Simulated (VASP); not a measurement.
# BN (d3) (F-43m) in VASP: a series of runs, part 2 of 2

VASP 6.6.1. The steps go on from the part before.

### Step 3. Relaxation of cell and atoms, PBE+D3(BJ)

This run uses another cell than the first one, of 5.91 Å³/atom, 0.924 times its volume.

File INCAR:

```
PREC = Accurate ; ENCUT = 600
EDIFF = 1E-7 ; ISMEAR = 0
SIGMA = 0.02 ; LREAL = False
LASPH = True ; NELM = 120
ALGO = Normal ; ISIF = 3
LWAVE = False ; LCHARG = False
GGA = PE ; IVDW = 12
IBRION = 2 ; NSW = 100
EDIFFG = -0.002 ; GGA_COMPAT = False
NELMIN = 4
```

File KPOINTS:

```
regular mesh
0
Gamma
  12 12 12
```

File POSCAR:

```
BN
1.0
    0.0000000000      1.8075000000      1.8075000000
    1.8075000000      0.0000000000      1.8075000000
    1.8075000000      1.8075000000      0.0000000000
B N
1 1
Direct
    0.0000000000      0.0000000000      0.0000000000
    0.2500000000      0.2500000000      0.2500000000
```

Potentials or basis: VASP PAW PBE potentials, release 64 (B, N).

Command:

```console
$ cat potpaw_PBE.64/B/POTCAR potpaw_PBE.64/N/POTCAR > POTCAR
$ mpirun -np 1 vasp_std > vasp.out
```

OUTCAR:

```text
PREC = Accurate
   ENCUT = 600
   EDIFF = 1E-7
   ISMEAR = 0
   LREAL = False
   LASPH = True
   NELM = 120
   ISIF = 3
   GGA = PE
   IVDW = 12
   IBRION = 2
   NSW = 100
   EDIFFG = -0.002
   NELMIN = 4
 IVDW          = 12

 ion  position               nearest neighbor table
   1  0.000  0.000  0.000-   2 1.57   2 1.57   2 1.57   2 1.57
   2  0.250  0.250  0.250-   1 1.57   1 1.57   1 1.57   1 1.57

  LATTYP: Found a face centered cubic cell.
 ALAT       =     3.6150000000

  Lattice vectors:

 A1 = (   0.0000000000,   1.8075000000,   1.8075000000)
 A2 = (   1.8075000000,   0.0000000000,   1.8075000000)
 A3 = (   1.8075000000,   1.8075000000,   0.0000000000)

Analysis of symmetry for initial positions (statically):
=====================================================================
 Subroutine PRICEL returns:
 Original cell was already a primitive cell.

 Routine SETGRP: Setting up the symmetry group for a
 face centered cubic supercell.

 Subroutine GETGRP returns: Found 24 space group operations
 (whereof 24 operations were pure point group operations)
 out of a pool of 48 trial point group operations.

The static configuration has the point symmetry T_d .

Analysis of symmetry for dynamics (positions and initial velocities):
=====================================================================
 Subroutine PRICEL returns:
 Original cell was already a primitive cell.

 Routine SETGRP: Setting up the symmetry group for a
 face centered cubic supercell.

 Subroutine GETGRP returns: Found 24 space group operations
 (whereof 24 operations were pure point group operations)
 out of a pool of 48 trial point group operations.

The dynamic configuration has the point symmetry T_d .

 Subroutine INISYM returns: Found 24 space group operations
 (whereof 24 operations are pure point group operations),
 and found     1 'primitive' translations

----------------------------------------------------------------------------------------

[... 100 lines left out ...]
   POTIM  = 0.5000    time-step for ionic-motion
   TEBEG  =    0.0;   TEEND  =   0.0 temperature during run
   PSTRESS=    0.0 pullay stress
   NELECT =       8.0000    total number of electrons
   NUPDOWN=      -1.0000    fix difference up-down
   EMIN   =  10.00;   EMAX   =-10.00  energy-range for DOS
   EFERMI =   0.00;   METHOD = LEGACY
   ISMEAR =     0;   SIGMA  =   0.02  broadening in eV -4-tet -1-fermi 0-gaus
   EFERMI_NEDOS =   21; number of points for ismear=-14 and -15
   IALGO  =     38    algorithm
   IMIX   =      4    mixing-type and parameters
     AMIX     =   0.40;   BMIX     =  1.00
     AMIX_MAG =   1.60;   BMIX_MAG =  1.00
  volume/ion in A,a.u.               =       5.91        39.85
  Fermi-wavevector in a.u.,A,eV,Ry     =   1.437749  2.716952 28.124920  2.067123
  Thomas-Fermi vector in A             =   2.556793
   LORBIT       =      0    0 simple, 1 ext, 2 COOP (PROOUT), +10 PAW based schemes
   GGA     = PE    functional components
   LHFCALC =     F    Hartree Fock is set to
   AEXX    =    0.0000 exact exchange contribution
   IVDW    =    12    specifies the selected vdW correction
   LEPSILON=     F    determine dielectric tensor
   LRPA    =     F    only Hartree local field effects (RPA)
 conjugate gradient relaxation of ions
 non-spin polarized calculation
 Gauss-broadening in eV      SIGMA  =   0.02
  energy-cutoff  :      600.00
  volume of cell :       11.81
 maximum number of plane-waves:       411
   NGX = 11   NGY = 11   NGZ = 11

--------------------------------------- Ionic step        1  -------------------------------------------

 number of electron       7.9999999 magnetization

 Free energy of the ion-electron system (eV)
  ---------------------------------------------------
  ext. energy  EPLUGINS =         0.00000000
  ---------------------------------------------------
  free energy    TOTEN  =       -17.45341782 eV

  energy without entropy =      -17.45341782  energy(sigma->0) =      -17.45341782

------------------------ aborting loop because EDIFF is reached ----------------------------------------

 Edisp (eV)   -0.41837

 E8    (eV) :    -0.1237
[... 71 lines left out ...]
--------------------------------------- Ionic step        3  -------------------------------------------

 number of electron       7.9999999 magnetization

 Free energy of the ion-electron system (eV)
  ---------------------------------------------------
  ext. energy  EPLUGINS =         0.00000000
  ---------------------------------------------------
  free energy    TOTEN  =       -17.45114169 eV

  energy without entropy =      -17.45114169  energy(sigma->0) =      -17.45114169

 E-fermi :   7.6220     XC(G=0): -12.8572

 val. band max:        7.4900088765   @ k =   0.0000   0.0000   0.0000
 cond. band min:      11.9570130789   @ k =   0.5000   0.5000   0.0000
 fundamental gap:      4.4670042024
 Fermi energy:         7.6219722842

 k-point     1 :       0.0000    0.0000    0.0000
  band No.  band energies     occupation
      1     -12.8215      2.00000
      2       7.4900      2.00000
      3       7.4900      2.00000
      4       7.4900      2.00000
      5      16.3435      0.00000
      6      16.3435      0.00000
      7      16.3435      0.00000
      8      17.9556      0.00000
[... 243 lines left out ...]
 k-point    24 :      -0.4167    0.1667    0.0000
  band No.  band energies     occupation
      1      -8.2053      2.00000
      2      -2.5685      2.00000
      3       3.3433      2.00000
      4       4.9046      2.00000
      5      16.8397      0.00000
      6      19.7853      0.00000
      7      19.7865      0.00000
      8      23.2728      0.00000

 [... further k-points ...]

------------------------ aborting loop because EDIFF is reached ----------------------------------------

 Edisp (eV)   -0.42134

 E8    (eV) :    -0.1245
[... 25 lines left out ...]
  FREE ENERGIE OF THE ION-ELECTRON SYSTEM (eV)
  ---------------------------------------------------
  free  energy   TOTEN  =       -17.8724844829 eV

  energy  without entropy=      -17.8724844829  energy(sigma->0) =      -17.87248448

 reached required accuracy - stopping structural energy minimisation
```

CONTCAR:

```text
BN
   1.00000000000000
    -0.0000000000000000    1.8032375167761190    1.8032375167761190
     1.8032375167761190   -0.0000000000000000    1.8032375167761190
     1.8032375167761190    1.8032375167761190    0.0000000000000000
  B               N
     1     1
Direct
     0.0000000000000000    0.0000000000000000    0.0000000000000000
     0.2500000000000000    0.2500000000000000    0.2500000000000000

  0.00000000E+00  0.00000000E+00  0.00000000E+00
  0.00000000E+00  0.00000000E+00  0.00000000E+00
```

Run time: 12 s. Hardware: 1 thread of Intel Xeon 6975P-C, shared host; peak memory 0.13 GiB.

What came out:

| Quantity | Value |
| --- | --- |
| Free energy | -17.8725 eV |
| Relaxed volume | 5.86 Å³/atom |
| Relaxed cell | a = 2.550 Å, b = 2.550 Å, c = 2.550 Å, α = 60.00°, β = 60.00°, γ = 60.00° |
| Space group after relaxing (to 0.05 Å) | F-43m (No. 216) |
| Energy gained by relaxing | 0.3 meV/atom |
| Ionic steps | 3 |
| Pressure after relaxing | 0.0 GPa |
| Band gap on the k mesh | 4.47 eV, indirect (least direct gap 8.85 eV) |
| Dispersion energy per atom | -0.211 eV |

The path:
| step | energy change (eV) | largest force (eV/Å) | pressure (GPa) | volume (Å³) |
| --- | --- | --- | --- | --- |
| 1 | 0.0000 | 0.0000 | -2.67 | 11.81 |
| 2 | 0.0000 | 0.0000 | 2.80 | 11.64 |
| 3 | -0.0007 | 0.0000 | 0.01 | 11.73 |

Final structure:
```xyz
2
Lattice="0.0000 1.8032 1.8032 1.8032 0.0000 1.8032 1.8032 1.8032 0.0000" Properties=species:S:1:pos:R:3 pbc="T T T"
B     0.0000    0.0000    0.0000
N     0.9016    0.9016    0.9016
```

Levels at points of the mesh, in eV from the valence-band top:
| k point | band 1 | band 2 | band 3 | band 4 | band 5 | band 6 | band 7 | band 8 |
| --- | --- | --- | --- | --- | --- | --- | --- | --- |
| (0.00, 0.00, 0.00) | -20.31 | 0.00 | 0.00 | 0.00 | 8.85 | 8.85 | 8.85 | 10.47 |
| (0.50, 0.00, 0.00) | -16.06 | -10.76 | -1.95 | -1.95 | 10.24 | 10.74 | 10.74 | 15.33 |
| (0.50, 0.50, 0.00) | -14.68 | -8.96 | -4.94 | -4.94 | 4.47 | 9.27 | 18.03 | 18.03 |

A k mesh can miss the band edges. PBE gaps usually lie below the measured ones, often by a third to a half.
